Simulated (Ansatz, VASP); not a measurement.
**One calculation of Cr2O3, two programs**

```xyz
10
Lattice="2.4795 1.4315 4.5313 -2.4795 1.4315 4.5313 0.0000 -2.8631 4.5313" Properties=species:S:1:pos:R:3 pbc="T T T"
Cr    0.0000    0.0000    4.7266
Cr    0.0000    0.0000    2.0704
Cr    0.0000    0.0000   11.5236
Cr    0.0000    0.0000    8.8674
O    -0.9665    1.4315    7.9298
O    -0.7565   -1.5528    7.9298
O     1.7230    0.1213    7.9298
O     0.9665   -1.4315    5.6642
O     0.7565    1.5528    5.6642
O    -1.7230   -0.1213    5.6642
```

Alike in both runs: task single point; functional r2SCAN; k mesh 4 × 4 × 4; occupations fermi-dirac, width 0.05 eV; collinear spin.

```csv
,VASP,Ansatz
version,VASP 6.6.1,Ansatz 0.2.0 development build
potentials or method,"VASP PAW PBE potentials, release 64 (Cr_pv, O)","plane waves, PAW datasets (hand-made set)"
plane-wave cutoff (eV),520,1050
valence electrons in the cell,84,92
```

|  | VASP | Ansatz | Ansatz less VASP |
| --- | --- | --- | --- |
| gap on the k mesh at the Fermi level (eV) | 1.88 | 2.64 | +0.761 |
| rms of the force components (eV/Å) | 0.061 | 0.059 | -0.0022 |
| size of the moment on the site where the two differ most (μB) | 2.76 | 2.36 | -0.397 |

VASP's potentials were made for PBE, not for r2SCAN. Site moments also hang on the region over which each program counts them. Atom by atom the forces differ by 0.015 eV/Å (rms over components). One of these differences is far larger than is usual between the two programs; its cause wasn't traced. VASP's potentials hold 84 valence electrons a cell and Ansatz's 92, so a difference there can come from the potentials and not from the codes. Ansatz's warnings: stability check not made.
